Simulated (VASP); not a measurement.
# MoS2 in VASP: notebook, part 2 of 2

VASP 6.6.1. Earlier steps stand in the parts before.

## (3) Single point, r2SCAN, collinear spin (atom 5 (S) moved 0.08 Å along z)

Input file POSCAR:

```
MoS2
1.0
    3.1845928805      0.0000000000      0.0000000000
   -1.5922964402      2.7579383352      0.0000000000
    0.0000000000      0.0000000000     12.9639414742
Mo S
2 4
Direct
    0.3333333333      0.6666666667      0.2500000000
    0.6666666667      0.3333333333      0.7500000000
    0.3333333333      0.6666666667      0.6302475851
    0.6666666667      0.3333333333      0.1302475851
    0.3333333333      0.6666666667      0.8759233777
    0.6666666667      0.3333333333      0.3697524149
```

Input file INCAR.step1:

```
PREC = Accurate
ENCUT = 520
ISMEAR = 0
SIGMA = 0.05
LREAL = False
LASPH = True
NELM = 150
ISPIN = 2
MAGMOM = 0.05 0.05 0 0 0 0
LMAXMIX = 4
NBANDS = 39
GGA = PE
ALGO = Normal
EDIFF = 1E-4
LWAVE = True
LCHARG = False
```

Input file INCAR.step2:

```
PREC = Accurate
ENCUT = 520
EDIFF = 1E-6
ISMEAR = 0
SIGMA = 0.05
LREAL = False
LASPH = True
NELM = 150
ALGO = Normal
ISIF = 2
LWAVE = False
LCHARG = False
ISPIN = 2
MAGMOM = 0.05 0.05 0 0 0 0
LORBIT = 11
LMAXMIX = 4
METAGGA = R2SCAN
LMIXTAU = True
NBANDS = 39
ISTART = 1
```

Input file KPOINTS:

```
Automatic mesh
0
Gamma
  8 8 2
```

Potentials or basis: VASP PAW PBE potentials, release 64 (Mo_sv, S).

The run is started by

```console
cat potpaw_PBE.64/Mo_sv/POTCAR potpaw_PBE.64/S/POTCAR > POTCAR
cp INCAR.step1 INCAR
mpirun -np 1 vasp_std > vasp.out
cp INCAR.step2 INCAR
mpirun -np 1 vasp_std > vasp.out
```

OUTCAR:

```text
PREC = Accurate
   ENCUT = 520
   EDIFF = 1E-6
   ISMEAR = 0
   LREAL = False
   LASPH = True
   NELM = 150
   ISIF = 2
   ISPIN = 2
   LORBIT = 11
   METAGGA = R2SCAN
   ISTART = 1

 ion  position               nearest neighbor table
   1  0.333  0.667  0.250-   4 2.41   6 2.41   4 2.41   6 2.41   4 2.41   6 2.41
   2  0.667  0.333  0.750-   3 2.41   3 2.41   3 2.41   5 2.46   5 2.46   5 2.46
   3  0.333  0.667  0.630-   2 2.41   2 2.41   2 2.41
   4  0.667  0.333  0.130-   1 2.41   1 2.41   1 2.41
   5  0.333  0.667  0.876-   2 2.46   2 2.46   2 2.46
   6  0.667  0.333  0.370-   1 2.41   1 2.41   1 2.41

  LATTYP: Found a hexagonal cell.
 ALAT       =     3.1845928805
 C/A-ratio  =     4.0708316449

  Lattice vectors:

 A1 = (   3.1845928805,   0.0000000000,   0.0000000000)
 A2 = (  -1.5922964402,   2.7579383352,   0.0000000000)
 A3 = (   0.0000000000,   0.0000000000,  12.9639414742)

Analysis of symmetry for initial positions (statically):
=====================================================================
 Subroutine PRICEL returns:
 Original cell was already a primitive cell.

 Routine SETGRP: Setting up the symmetry group for a
 hexagonal supercell.

 Subroutine GETGRP returns: Found  6 space group operations
 (whereof  6 operations were pure point group operations)
 out of a pool of 24 trial point group operations.

The static configuration has the point symmetry C_3v.

Analysis of symmetry for dynamics (positions and initial velocities):
=====================================================================
 Subroutine PRICEL returns:
 Original cell was already a primitive cell.

 Routine SETGRP: Setting up the symmetry group for a
 hexagonal supercell.

 Subroutine GETGRP returns: Found  6 space group operations
 (whereof  6 operations were pure point group operations)
 out of a pool of 24 trial point group operations.

The dynamic configuration has the point symmetry C_3v.
[... 170 lines left out ...]
 Fermi energy:         6.7750869749

 spin component 1

 k-point     1 :       0.0000    0.0000    0.0000
  band No.  band energies     occupation
      1     -56.8929      1.00000
      2     -56.8824      1.00000
      3     -30.3049      1.00000
      4     -30.2817      1.00000
      5     -30.0970      1.00000
      6     -30.0970      1.00000
[... 809 lines left out ...]
     37      14.5917      0.00000
     38      14.6616      0.00000
 Fermi energy:         6.7750869749

 spin component 2

 k-point     1 :       0.0000    0.0000    0.0000
  band No.  band energies     occupation
      1     -56.8929      1.00000
      2     -56.8824      1.00000
      3     -30.3049      1.00000
      4     -30.2817      1.00000
      5     -30.0970      1.00000
      6     -30.0970      1.00000
[... 809 lines left out ...]
     37      14.5917      0.00000
     38      14.6616      0.00000
 [bands above 38 left out]

------------------------ aborting loop because EDIFF is reached ----------------------------------------

  FORCE on cell =-STRESS in cart. coord.  units (eV):
  Direction    XX          YY          ZZ          XY          YZ          ZX
  --------------------------------------------------------------------------------------
  -------------------------------------------------------------------------------------
  Total       -0.6431755     -0.6431755     -2.2578588     -0.0000000      0.0000000      0.0000000
  in kB       -9.0503330     -9.0503330    -31.7710696     -0.0000000      0.0000000      0.0000000
  external PRESSURE =     -16.6239119 kB  Pullay stress =       0.0000000 kB

 VOLUME and BASIS-vectors are now :
 -----------------------------------------------------------------------------
  energy-cutoff  :      520.00
  volume of cell :      113.86
      direct lattice vectors                 reciprocal lattice vectors
     3.184592880  0.000000000  0.000000000     0.314011881  0.181294844  0.000000000
    -1.592296440  2.757938335  0.000000000     0.000000000  0.362589688  0.000000000
     0.000000000  0.000000000 12.963941474     0.000000000  0.000000000  0.077137034

 POSITION                                       TOTAL-FORCE (eV/Angst)
 -----------------------------------------------------------------------------------
     -0.00000      1.83863      3.24099         0.000000      0.000000      0.000116
      1.59230      0.91931      9.72296        -0.000000     -0.000000      1.126543
     -0.00000      1.83863      8.17049         0.000000     -0.000000      0.148735
      1.59230      0.91931      1.68852         0.000000      0.000000      0.005710
     -0.00000      1.83863     11.35542         0.000000     -0.000000     -1.286978
      1.59230      0.91931      4.79345         0.000000     -0.000000      0.005874
 -----------------------------------------------------------------------------------
    total drift:                                0.000000      0.000000      0.000277

  FREE ENERGIE OF THE ION-ELECTRON SYSTEM (eV)
  ---------------------------------------------------
  free  energy   TOTEN  =       -90.0316560968 eV

  energy  without entropy=      -90.0316560968  energy(sigma->0) =      -90.03165610

 total charge

# of ion       s       p       d       tot
------------------------------------------
    1        2.283   6.220   3.903  12.407
    2        2.275   6.208   3.860  12.344
    3        1.354   2.365   0.000   3.719
    4        1.355   2.366   0.000   3.721
    5        1.357   2.333   0.000   3.690
    6        1.355   2.366   0.000   3.721
--------------------------------------------------
tot          9.980  21.858   7.764  39.601

 magnetization (x)

# of ion       s       p       d       tot
------------------------------------------
    1        0.000   0.000  -0.000  -0.000
    2        0.000  -0.000   0.000   0.000
    3       -0.000  -0.000   0.000  -0.000
    4       -0.000   0.000   0.000  -0.000
    5       -0.000   0.000   0.000   0.000
    6       -0.000  -0.000   0.000  -0.000
--------------------------------------------------
tot         -0.000  -0.000   0.000  -0.000
```

OSZICAR.step1:

```text
N       E                     dE             d eps       ncg     rms          rms(c)
DAV:   1     0.431647097470E+03    0.43165E+03   -0.28546E+04  3400   0.125E+03
DAV:   2    -0.256728432161E+02   -0.45732E+03   -0.44036E+03  3734   0.335E+02
DAV:   3    -0.463286681589E+02   -0.20656E+02   -0.20282E+02  3821   0.666E+01
DAV:   4    -0.466753141332E+02   -0.34665E+00   -0.34625E+00  3790   0.902E+00
DAV:   5    -0.466818949725E+02   -0.65808E-02   -0.65800E-02  3808   0.124E+00    0.331E+01
DAV:   6    -0.445103677642E+02    0.21715E+01   -0.11290E+01  3367   0.206E+01    0.122E+01
DAV:   7    -0.440505688814E+02    0.45980E+00   -0.51850E+00  3322   0.138E+01    0.817E+00
DAV:   8    -0.436423285158E+02    0.40824E+00   -0.77695E-01  3445   0.583E+00    0.274E+00
DAV:   9    -0.436492156283E+02   -0.68871E-02   -0.10009E-01  3672   0.148E+00    0.123E+00
DAV:  10    -0.436422734327E+02    0.69422E-02   -0.15455E-02  3599   0.745E-01    0.496E-01
DAV:  11    -0.436418006786E+02    0.47275E-03   -0.40114E-03  3685   0.355E-01    0.139E-01
DAV:  12    -0.436418370895E+02   -0.36411E-04   -0.36216E-04  3318   0.968E-02
   1 F= -.43641837E+02 E0= -.43641837E+02  d E =-.559349E-18  mag=     0.0014
```

Wall time 6.9 min (1 thread of Oxide Virtual Turin-like, shared host); peak memory 0.33 GiB.

Results:

- Free energy: -90.0317 eV
- Pressure: -1.7 GPa
- Largest force: 1.287 eV/Å
- Band gap on the k mesh: 1.31 eV (least direct gap 2.00 eV)
- Net moment: 0.00 μB per cell
- Valence electrons inside the program's atomic spheres: Mo 12.41, 12.34; S 3.72, 3.69 (each value once)

Forces in eV/Å, atoms in the order of the input:
```
Mo   0.000  0.000  0.000
Mo   0.000  0.000  1.127
S    0.000  0.000  0.149
S    0.000  0.000  0.006
S    0.000  0.000 -1.287
S    0.000  0.000  0.006
```

Caveat: the cell differs from its parent crystal (atom 5 (S) moved 0.08 Å along z); the PAW data sets were made with another functional, which shifts forces and pressure a little. A k mesh can miss the band edges.

## (4) Single point, r2SCAN, collinear spin (20.31 Å³/atom)

This run uses another cell than the first one, of 20.31 Å³/atom.

Input file POSCAR:

```
MoS2
1.0
    3.1901333389      0.0000000000      0.0000000000
   -1.5950666694      2.7627365130      0.0000000000
    0.0000000000      0.0000000000     13.8232768987
Mo S
2 4
Direct
    0.3333333333      0.6666666667      0.2500000000
    0.6666666667      0.3333333333      0.7500000000
    0.3333333333      0.6666666667      0.6377257982
    0.6666666667      0.3333333333      0.1377257982
    0.3333333333      0.6666666667      0.8622742018
    0.6666666667      0.3333333333      0.3622742018
```

Input file INCAR.step1:

```
PREC     = Accurate       # precision mode
ENCUT    = 520            # plane-wave cutoff, eV
ISMEAR   = 0              # smearing method
SIGMA    = 0.05           # smearing width, eV
LREAL    = False          # projectors in reciprocal space
LASPH    = True           # aspherical terms in the spheres
NELM     = 150            # most SCF steps
ISPIN    = 2              # spin polarisation
MAGMOM   = 0.05 0.05 0 0 0 0 # initial moments
LMAXMIX  = 4              # l up to which the mixer works
NBANDS   = 39             # bands
GGA      = PE             # functional
ALGO     = Normal         # electronic algorithm
EDIFF    = 1E-4           # SCF threshold, eV
LWAVE    = True           # write WAVECAR
LCHARG   = False          # write CHGCAR
```

Input file INCAR.step2:

```
PREC     = Accurate       # precision mode
ENCUT    = 520            # plane-wave cutoff, eV
EDIFF    = 1E-6           # SCF threshold, eV
ISMEAR   = 0              # smearing method
SIGMA    = 0.05           # smearing width, eV
LREAL    = False          # projectors in reciprocal space
LASPH    = True           # aspherical terms in the spheres
NELM     = 150            # most SCF steps
ALGO     = Normal         # electronic algorithm
ISIF     = 2              # what is computed and relaxed
LWAVE    = False          # write WAVECAR
LCHARG   = True           # write CHGCAR
ISPIN    = 2              # spin polarisation
MAGMOM   = 0.05 0.05 0 0 0 0 # initial moments
LORBIT   = 11             # projections on sites
LMAXMIX  = 4              # l up to which the mixer works
METAGGA  = R2SCAN         # meta-GGA
LMIXTAU  = True         
LELF     = True           # ELF
LVHAR    = True         
NBANDS   = 39             # bands
ISTART   = 1
```

Input file KPOINTS:

```
regular mesh
0
Gamma
  8 8 2
```

The run is started by

```console
cat potpaw_PBE.64/Mo_sv/POTCAR potpaw_PBE.64/S/POTCAR > POTCAR
cp INCAR.step1 INCAR
mpirun -np 1 vasp_std > vasp.out
cp INCAR.step2 INCAR
mpirun -np 1 vasp_std > vasp.out
```

Wall time 14 min (1 thread of Oxide Virtual Turin-like, shared host); peak memory 0.35 GiB.

Results (log left out):

* Free energy: -90.0674 eV
* Pressure: -0.5 GPa
* Band gap on the k mesh: 1.50 eV (least direct gap 2.05 eV)
* Net moment: 0.00 μB per cell
* Valence electrons inside the program's atomic spheres: Mo 12.40; S 3.72

Forces in eV/Å, atoms in the order of the input:
```
Mo   0.000  0.000  0.000
Mo   0.000  0.000  0.000
S    0.000  0.000 -0.003
S    0.000  0.000 -0.003
S    0.000  0.000  0.003
S    0.000  0.000  0.003
```

Levels at points of the mesh, in eV from the valence-band top:
Spin up:
```tsv
k point	band 24	band 25	band 26	band 27	band 28	band 29
(0.00, 0.00, 0.00)	-1.71	-0.62	0.00	2.52	2.52	2.52
(0.50, 0.00, 0.00)	-1.51	-1.06	-1.04	1.95	1.96	2.43
(0.00, 0.00, 0.50)	-2.07	-0.23	-0.23	2.52	2.52	2.52
(0.50, 0.00, 0.50)	-1.53	-1.05	-1.05	1.95	1.95	2.48
```
Spin down:
| k point | band 22 | band 23 | band 24 | band 25 | band 26 | band 27 | band 28 | band 29 | band 30 | band 31 |
| --- | --- | --- | --- | --- | --- | --- | --- | --- | --- | --- |
| (0.00, 0.00, 0.00) | -2.06 | -2.06 | -1.71 | -0.62 | 0.00 | 2.52 | 2.52 | 2.52 | 2.52 | 2.76 |
| (0.50, 0.00, 0.00) | -2.35 | -1.55 | -1.51 | -1.06 | -1.04 | 1.95 | 1.96 | 2.43 | 2.53 | 3.59 |
| (0.00, 0.00, 0.50) | -2.07 | -2.07 | -2.07 | -0.23 | -0.23 | 2.52 | 2.52 | 2.52 | 2.52 | 2.78 |
| (0.50, 0.00, 0.50) | -2.38 | -1.53 | -1.53 | -1.05 | -1.05 | 1.95 | 1.95 | 2.48 | 2.48 | 3.77 |

Caveat: the PAW data sets were made with another functional, which shifts forces and pressure a little.

## (5) Summary

| cell | gap on the mesh (eV) | pressure (GPa) | moment (μB) |
| --- | --- | --- | --- |
| a = 3.185, b = 3.185, c = 12.964 Å, angles 90.0, 90.0, 120.0°, 6 atoms, atomic positions A | 1.34 | 0.1 | 0.00 |
| a = 3.185, b = 3.185, c = 12.964 Å, angles 90.0, 90.0, 120.0°, 6 atoms, atomic positions B | 1.31 | -1.7 | 0.00 |
| a = 3.190, b = 3.190, c = 13.823 Å, angles 90.0, 90.0, 120.0°, 6 atoms, atomic positions C | 1.50 | -0.5 | 0.00 |

Alike in all rows: task single point; level r2SCAN; potentials or basis VASP PAW PBE potentials, release 64 (Mo_sv, S); spin collinear; k mesh 8 × 8 × 2; cutoff (eV) 520; smearing gaussian 0.05 eV.

Caveats: the PAW data sets were made with another functional, which shifts forces and pressure a little.

Total energies depend on the potentials used, so only differences within one code and one set of settings carry meaning.

## (6) Against experiment

Step 2. A measured gap of MoS2 is 1.3 eV (indirect; 300 K; “Multiwavelength excitation Raman Scattering Analysis of bulk and 2 dimensional MoS2: Vibrational properties of atomically thin MoS2 layers”, 2015, arxiv:1506.03228); the calculated 1.34 eV misses it by +0.04 eV. Spin-orbit coupling on Mo is left out. The value is that of r2SCAN on a finite k mesh, which can miss the band edges, without temperature or zero-point motion.

Step 4. A measured gap of MoS2 is 1.3 eV (indirect; 300 K; “Multiwavelength excitation Raman Scattering Analysis of bulk and 2 dimensional MoS2: Vibrational properties of atomically thin MoS2 layers”, 2015, arxiv:1506.03228); the calculated 1.50 eV misses it by +0.20 eV. Spin-orbit coupling on Mo is left out. The value is that of r2SCAN on a finite k mesh, which can miss the band edges, without temperature or zero-point motion.
